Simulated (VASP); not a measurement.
Wanted: the native input for a VASP 6.6.1 run.

| Property | Result |
| --- | --- |
| Task | single point |
| Functional | r2SCAN |
| Potentials or basis | VASP PAW PBE potentials, release 64 (C, O) |
| Cutoff | 520 eV |
| k mesh | 6 × 6 × 6 |
| Occupations | gaussian, width 0.01 eV |
| Spin | no spin polarisation |
| Dipole correction | no |
| Further INCAR settings | ALGO = Normal; EDIFF = 1e-06; NBANDS = 25 |

Crystal: CO2.

```
C O
1.0
     4.19256    0.00000    0.00000
     0.00000    4.19256    0.00000
     0.00000    0.00000    4.60511
C O
2 4
Direct
  0.50000 0.50000 0.50000
  0.00000 0.00000 0.00000
  0.30427 0.69573 0.50000
  0.69573 0.30427 0.50000
  0.19573 0.19573 0.00000
  0.80427 0.80427 0.00000
```

These files were run (other wordings do the same):

POSCAR

```
CO2
1.0
    4.1925577276      0.0000000000      0.0000000000
    0.0000000000      4.1925577276      0.0000000000
    0.0000000000      0.0000000000      4.6051146708
C O
2 4
Direct
    0.5000000000      0.5000000000      0.5000000000
    0.0000000000      0.0000000000      0.0000000000
    0.3042678626      0.6957321374      0.5000000000
    0.6957321374      0.3042678626      0.5000000000
    0.1957321374      0.1957321374      0.0000000000
    0.8042678626      0.8042678626      0.0000000000
```

INCAR.step1

```
PREC     = Accurate       # precision mode
ENCUT    = 520            # plane-wave cutoff, eV
ISMEAR   = 0              # smearing method
SIGMA    = 0.01           # smearing width, eV
LREAL    = F              # projectors in reciprocal space
LASPH    = T              # aspherical terms in the spheres
NELM     = 60             # most SCF steps
NBANDS   = 25             # bands
GGA      = PE             # functional
ALGO     = Normal         # electronic algorithm
EDIFF    = 1E-4           # SCF threshold, eV
LWAVE    = T              # write WAVECAR
LCHARG   = F              # write CHGCAR
```

INCAR.step2

```
PREC     = Accurate       # precision mode
ENCUT    = 520            # plane-wave cutoff, eV
EDIFF    = 1E-6           # SCF threshold, eV
ISMEAR   = 0              # smearing method
SIGMA    = 0.01           # smearing width, eV
LREAL    = F              # projectors in reciprocal space
LASPH    = T              # aspherical terms in the spheres
NELM     = 60             # most SCF steps
ALGO     = Normal         # electronic algorithm
ISIF     = 2              # what is computed and relaxed
LWAVE    = F              # write WAVECAR
LCHARG   = F              # write CHGCAR
METAGGA  = R2SCAN         # meta-GGA
LMIXTAU  = T            
NBANDS   = 25             # bands
ISTART   = 1
```

KPOINTS

```
Automatic mesh
0
Gamma
  6 6 6
```

Potentials or basis: VASP PAW PBE potentials, release 64 (C, O).

Launch:

```bash
$ cat potpaw_PBE.64/C/POTCAR potpaw_PBE.64/O/POTCAR > POTCAR
$ cp INCAR.step1 INCAR
$ mpirun -np 1 vasp_std > vasp.out
$ cp INCAR.step2 INCAR
$ mpirun -np 1 vasp_std > vasp.out
```

It gave:

```yaml
Pressure: 2.6 GPa
Largest_force: 0.705 eV/Å
Band_gap_on_the_k_mesh: 7.25 eV (least direct gap 7.76 eV)
```

Caveat: the PAW data sets were made with another functional, which shifts forces and pressure a little.

Run time: 2.5 min on 1 thread of Intel(R) Xeon(R) Platinum 8488C (Sapphire Rapids), on a shared host, peak memory 0.21 GiB.
